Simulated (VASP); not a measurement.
InAs (zincblende type), 4 atoms in the cell. It takes space group F-43m (No. 216, cubic). Conventional cell: a = 6.187 Å, b = 6.187 Å, c = 6.187 Å, α = 90.00°, β = 90.00°, γ = 90.00°. In (site symmetry -43m) has 4 As at 2.68 Å within 3.5 Å. As (site symmetry -43m) has 4 In at 2.68 Å within 3.5 Å. 

```yaml
Program: VASP 6.6.1
Task: single point
Functional: PBE
Potentials_or_basis: VASP PAW PBE potentials, release 64 (In_d, As)
Cutoff: 520 eV
k_mesh: 6 × 4 × 6
Occupations: fermi-dirac, width 0.02 eV
Spin: no spin polarisation
Dipole_correction: no
Further_INCAR_settings: ALGO = Normal; EDIFF = 1e-06; NBANDS = 26
```

Potentials or basis: VASP PAW PBE potentials, release 64 (In_d, As).

Command:

```console
$ cat potpaw_PBE.64/In_d/POTCAR potpaw_PBE.64/As/POTCAR > POTCAR
$ mpirun -np 1 vasp_std > vasp.out
```

Hardware: 1 thread of Intel(R) Xeon(R) 6975P-C (Granite Rapids), with other jobs on the host.

**Question.** Estimate the wall time of this run.

**Answer.** Wall time 37 s on 1 thread of Intel(R) Xeon(R) 6975P-C (Granite Rapids), with other jobs on the host, peak memory 0.28 GiB. Counts: scf iterations 13, k points 30.
